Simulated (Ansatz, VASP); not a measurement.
# Two plane-wave programs on CuAu

File INCAR:

```
ALGO = Normal
EDIFF = 1E-8
ENCUT = 520
GGA = PS
ISIF = 2
ISMEAR = -1
LASPH = T
LCHARG = F
LEFG = T
LREAL = F
LWAVE = F
NBANDS = 18
NELM = 80
PREC = Accurate
SIGMA = 0.05
```

The input KPOINTS:

```
k-points
0
Gamma
  11 11 8
```

The input POSCAR:

```
CuAu
1.0
    2.8507024026      0.0000000000      0.0000000000
    0.0000000000      2.8507024026      0.0000000000
    0.0000000000      0.0000000000      3.5816088600
Cu Au
1 1
Direct
    0.4850000000      0.4850000000      0.4850000000
    0.0150000000      0.0150000000      0.0150000000
```

Input for Ansatz:

```yaml
crystal:
  lattice:
    - [2.8507024026, 0.0, 0.0]
    - [0.0, 2.8507024026, 0.0]
    - [0.0, 0.0, 3.58160886]
  atoms:
    - { symbol: Cu, position: [0.485, 0.485, 0.485] }
    - { symbol: Au, position: [0.015, 0.015, 0.015] }
kpoints:
  mp_grid: { grid: [11, 11, 8] }
scf:
  occupations: { method: fermi_dirac, width: 0.05 }
hamiltonian:
  xc: pbesol
  pseudopotentials: { kind: paw }
output:
  forces: true
  stress: true
  eigenvalues: true
  efg: { contact_densities: true }
  populations: true
```

Change from the starting cell: shortest bond scaled by 0.94, PAW files.

Alike in both runs: task electric field gradients; functional PBEsol; k mesh 11 × 11 × 8; occupations fermi-dirac, width 0.05 eV; no spin polarisation.

```csv
,VASP,Ansatz
version,VASP 6.6.1,Ansatz 0.2.0
potentials or method,"VASP PAW PBE potentials, release 64 (Cu, Au)","PAW with Ansatz's default frozen-core files, scalar-relativistic"
plane-wave cutoff (eV),520,420
valence electrons in the cell,22,38
```

Ansatz gave:

| Property | Result |
| --- | --- |
| pressure (GPa) | -2.3 |
| traceless stress, the component that is largest in VASP (GPa) | 1.16 |
| rms of the force components (eV/Å) | 0.513 |
| size of Vzz on the site where it differs most (V/Å²) | 50.9 |

Estimate VASP's values.

pressure (GPa): -2.2; traceless stress, the component that is largest in VASP (GPa): 1.16; rms of the force components (eV/Å): 0.513; size of Vzz on the site where it differs most (V/Å²): 72.2.

VASP's potentials were made for PBE, not for PBEsol. Atom by atom the forces differ by 0.001 eV/Å (rms over components). The functional is the same, so the differences come from potentials, cutoffs and numerics. VASP's potentials hold 22 valence electrons a cell and Ansatz's 38, so a difference there can come from the potentials and not from the codes.

Spin-orbit coupling is off throughout.
